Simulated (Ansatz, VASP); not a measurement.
Ta in VASP and in Ansatz

```
CELL_PARAMETERS angstrom
-1.61825 1.68431 1.65128
1.61825 -1.68431 1.65128
1.61825 1.68431 -1.65128
ATOMIC_POSITIONS crystal
Ta 0.00000 0.00000 0.00000
```

Change from the starting cell: strain -0.0200 x Voigt [1, -1, 0, 0, 0, 0], atoms carried along.

Alike in both runs: task single point; functional PBEsol; k mesh 20 × 20 × 20; occupations gaussian, width 0.15 eV; no spin polarisation.

|  | VASP | Ansatz |
| --- | --- | --- |
| version | VASP 6.6.1 | Ansatz 0.2.0 |
| potentials or method | VASP PAW PBE potentials, release 64 (Ta_pv), cutoff 520 eV | scalar-relativistic, plane waves, PAW |
| valence electrons in the cell | 11 | 13 |

|  | VASP | Ansatz | Ansatz less VASP |
| --- | --- | --- | --- |
| gap on the k mesh at the Fermi level (eV) | none | none | - |
| pressure (GPa) | -3.5 | -3.6 | -0.14 |
| traceless stress, the component that is largest in VASP (GPa) | 2.31 | 2.32 | +0.005 |

VASP's potentials were made for PBE, not for PBEsol. A gap of «none» marks a metal or a gap that the smearing closes. VASP's potentials hold 11 valence electrons a cell and Ansatz's 13, so a difference there can come from the potentials and not from the codes.

Neither program's run includes spin-orbit coupling.
